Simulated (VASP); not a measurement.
Here is a VASP 6.6.1 calculation.

Contents of INCAR:

```
SYSTEM = BN
PREC     = Accurate       ! precision mode
ENCUT    = 520            ! plane-wave cutoff, eV
EDIFF    = 1E-6           ! SCF threshold, eV
ISMEAR   = 0              ! smearing method
SIGMA    = 0.05           ! smearing width, eV
LREAL    = .False.        ! projectors in reciprocal space
LASPH    = .True.         ! aspherical terms in the spheres
NELM     = 60             ! most SCF steps
ALGO     = Normal         ! electronic algorithm
ISIF     = 2              ! what is computed and relaxed
LWAVE    = .False.        ! write WAVECAR
LCHARG   = .True.         ! write CHGCAR
LELF     = .True.         ! ELF
LVHAR    = .True.       
NBANDS   = 16             ! bands
```

Contents of KPOINTS:

```
regular mesh
0
Gamma
  12 12 4
  0 0 0
```

The input POSCAR:

```
BN
1.0
    2.5039917043      0.0000000000      0.0000000000
   -1.2519958522      2.1685204268      0.0000000000
    0.0000000000      0.0000000000      6.6612000000
B N
2 2
Direct
    0.3801035692      0.7009048556      0.2500000000
    0.6198964308      0.2990951444      0.7500000000
    0.2866080600      0.6324613926      0.7500000000
    0.7133919400      0.3675386074      0.2500000000
```

Potentials or basis: VASP PAW LDA potentials, release 64 (B, N).

The run is started by

```bash
$ cat potpaw_LDA.64/B/POTCAR potpaw_LDA.64/N/POTCAR > POTCAR
$ mpirun -np 1 vasp_std > vasp.out
```

Task: What does it give for the pressure?

Result: -4.2 GPa.

Task: What does it give for the band gap on the k mesh?

Result: 3.77 eV, indirect (least direct gap 4.18 eV).

Task: Estimate the largest force.

Result: 0.015 eV/Å.

Forces on the atoms (eV/Å):
```
B   -0.004 -0.006  0.000
B    0.004  0.006  0.000
N    0.013  0.007  0.000
N   -0.013 -0.007  0.000
```

Caveat: the cell differs from its parent crystal (mode 4 (44.4 1/cm) frozen in, largest displacement +0.105 Å). A k mesh can miss the band edges.
